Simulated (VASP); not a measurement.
Write the native input for VASP 6.6.1 that does the following.

```
Task                   : relaxation of cell and atoms
Functional             : PBEsol
Potentials or basis    : VASP PAW PBE potentials, release 64 (Ti_sv, Co)
Cutoff                 : 600 eV
k mesh                 : 6 × 6 × 6
Occupations            : gaussian, width 0.1 eV
Spin                   : collinear spin, ferrimagnetic start
Starting moments       : [-0.41, 1.22, 1.22, 1.22] μB
Dipole correction      : no
Further INCAR settings : ALGO = Fast; EDIFF = 1e-07; IBRION = 2; EDIFFG = -0.05; NSW = 100; ISIF = 3
```

The structure of TiCo3 lies in POSCAR:

```
TiCo3
1.0
    3.6140000000      0.0000000000      0.0000000000
    0.0000000000      3.6140000000      0.0000000000
    0.0000000000      0.0000000000      3.6140000000
Ti Co
1 3
Direct
    0.0000000000      0.0000000000      0.0000000000
    0.0000000000      0.5000000000      0.5000000000
    0.5000000000      0.0000000000      0.5000000000
    0.5000000000      0.5000000000      0.0000000000
```

The input as run:

INCAR

```
SYSTEM = TiCo3
  PREC = Accurate
  ENCUT = 600
  EDIFF = 1E-7
  ISMEAR = 0
  SIGMA = 0.1
  LREAL = .False.
  LASPH = .True.
  NELM = 150
  ALGO = Fast
  ISIF = 3
  LWAVE = .False.
  LCHARG = .False.
  ISPIN = 2
  MAGMOM = -0.41 1.22 1.22 1.22
  LORBIT = 11
  LMAXMIX = 4
  GGA = PS
  IBRION = 2
  NSW = 100
  EDIFFG = -0.05
```

KPOINTS

```
regular mesh
0
Gamma
  6 6 6
  0 0 0
```

Potentials or basis: VASP PAW PBE potentials, release 64 (Ti_sv, Co).

Command:

```console
$ cat potpaw_PBE.64/Ti_sv/POTCAR potpaw_PBE.64/Co/POTCAR > POTCAR
$ mpirun -np 1 vasp_std > vasp.out
```

Results of the run:

The relaxed volume is 10.95 Å³/atom and the relaxed cell is a = 3.525 Å, b = 3.525 Å, c = 3.525 Å, α = 90.00°, β = 90.00°, γ = 90.00°. The space group after relaxing (to 0.05 Å) is Pm-3m (No. 221), the energy gained by relaxing is 44.7 meV/atom and the ionic steps are 3. The pressure after relaxing is -0.4 GPa, the net moment is 0.00 μB per cell and the valence electrons inside the program's atomic spheres are Ti 10.49; Co 8.44.

Caveat: the PAW data sets were made with another functional, which shifts forces and pressure a little.

It took 5.7 min on 1 thread of Intel Xeon 6975P-C, on a shared host, peak memory 0.22 GiB.
